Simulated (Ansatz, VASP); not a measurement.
## Two plane-wave programs on Bi

The input INCAR:

```
ALGO     = Fast           # electronic algorithm
EDIFF    = 1E-6           # SCF threshold, eV
ENCUT    = 520            # plane-wave cutoff, eV
GGA      = PS             # functional
ISIF     = 2              # what is computed and relaxed
ISMEAR   = 0              # smearing method
IVDW     = 12             # dispersion correction
LASPH    = True           # aspherical terms in the spheres
LCHARG   = False          # write CHGCAR
LREAL    = False          # projectors in reciprocal space
LWAVE    = False          # write WAVECAR
NBANDS   = 14             # bands
NELM     = 100            # most SCF steps
PREC     = Accurate       # precision mode
SIGMA    = 0.15           # smearing width, eV
```

File KPOINTS:

```
k-points
0
Gamma
  16 16 16
```

POSCAR

```
Bi
1.0
   -1.9238684612      1.9238684612      1.9238684612
    1.9238684612     -1.9238684612      1.9238684612
    1.9238684612      1.9238684612     -1.9238684612
Bi
1
Direct
    0.0000000000      0.0000000000      0.0000000000
```

Input for Ansatz:

```yaml
crystal:
  lattice:
    - [-1.9238684612, 1.9238684612, 1.9238684612]
    - [1.9238684612, -1.9238684612, 1.9238684612]
    - [1.9238684612, 1.9238684612, -1.9238684612]
  atoms:
    - { symbol: Bi, position: [0.0, 0.0, 0.0] }
basis:
  ecutwfc: 420
kpoints:
  mp_grid: { grid: [16, 16, 16] }
hamiltonian:
  xc: pbesol
  pseudopotentials: { kind: paw }
  dispersion: d3bj
scf:
  occupations: { method: gaussian, width: 0.15 }
output:
  forces: true
  stress: true
  eigenvalues: true
```

Alike in both runs: task single point; functional PBEsol; dispersion D3(BJ); k mesh 16 × 16 × 16; occupations gaussian, width 0.15 eV; no spin polarisation.

|  | VASP | Ansatz |
| --- | --- | --- |
| version | VASP 6.6.1 | Ansatz 0.2.0 |
| potentials or method | VASP PAW PBE potentials, release 64 (Bi_d), cutoff 520 eV | scalar-relativistic, plane waves, PAW |
| valence electrons in the cell | 15 | 15 |

|  | VASP | Ansatz | Ansatz less VASP |
| --- | --- | --- | --- |
| gap on the k mesh at the Fermi level (eV) | none | none | - |
| pressure (GPa) | 0.0 | 0.0 | +0.02 |

VASP's potentials were made for PBE, not for PBEsol. A gap of «none» marks a metal or a gap that the smearing closes.

Neither program's run includes spin-orbit coupling.
